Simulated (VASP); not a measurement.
AlGa3N4: single point with LDA

Crystal: AlGa3N4.

```
CELL_PARAMETERS angstrom
4.37095 -0.13054 -0.13054
-0.13054 4.37095 -0.13054
-0.13054 -0.13054 4.37095
ATOMIC_POSITIONS crystal
Al 0.00000 0.00000 0.00000
Ga 0.50000 0.50000 0.00000
Ga 0.50000 0.00000 0.50000
Ga 0.00000 0.50000 0.50000
N 0.75481 0.75481 0.24519
N 0.75481 0.24519 0.75481
N 0.24519 0.75481 0.75481
N 0.24519 0.24519 0.24519
```

```json
{
 "Program": "VASP 6.6.1",
 "Task": "single point",
 "Functional": "LDA",
 "Potentials or basis": "VASP PAW LDA potentials, release 64 (Al, Ga_d, N_h)",
 "Cutoff": "1330 eV",
 "k mesh": "6 × 6 × 6",
 "Occupations": "gaussian, width 0.05 eV",
 "Spin": "no spin polarisation"
}
```

| Quantity | Value |
| --- | --- |
| Pressure | 13.0 GPa |
| Largest force | 1.799 eV/Å |
| Band gap on the k mesh | 2.46 eV |

Forces on the atoms (eV/Å):
```
Al  -0.997 -0.997 -0.997
Ga  -1.040 -1.040 -0.959
Ga  -1.040 -0.959 -1.040
Ga  -0.959 -1.040 -1.040
N    1.046  1.046  0.905
N    1.046  0.905  1.046
N    0.905  1.046  1.046
N    1.039  1.039  1.039
```

Stress tensor (GPa, compression positive):
```
13.04 16.09 16.09
16.09 13.04 16.09
16.09 16.09 13.04
```

Levels at points of the mesh, in eV from the valence-band top:
| k point | band 27 | band 28 | band 29 | band 30 | band 31 | band 32 | band 33 | band 34 | band 35 | band 36 |
| --- | --- | --- | --- | --- | --- | --- | --- | --- | --- | --- |
| (0.00, 0.00, 0.00) | -2.44 | -2.41 | -0.32 | -0.32 | 0.00 | 2.46 | 3.06 | 3.08 | 3.08 | 6.79 |
| (0.50, 0.00, 0.00) | -3.04 | -2.13 | -1.81 | -1.52 | -1.19 | 4.79 | 4.87 | 5.93 | 5.96 | 7.98 |
| (0.50, 0.50, 0.00) | -3.28 | -1.38 | -1.34 | -1.03 | -0.78 | 6.50 | 6.66 | 7.03 | 7.29 | 7.37 |
| (0.50, 0.50, 0.50) | -1.03 | -1.03 | -0.81 | -0.77 | -0.77 | 4.59 | 5.39 | 5.39 | 6.52 | 8.86 |

Run time: 3.7 min on 1 thread of AMD EPYC 9R45 96-Core Processor (Zen 5), with other jobs on the host, peak memory 0.52 GiB.

Caveat: the cell stands under pressure; forces of over 1 eV/Å act on the atoms, so gaps and moduli don't describe the material at rest.
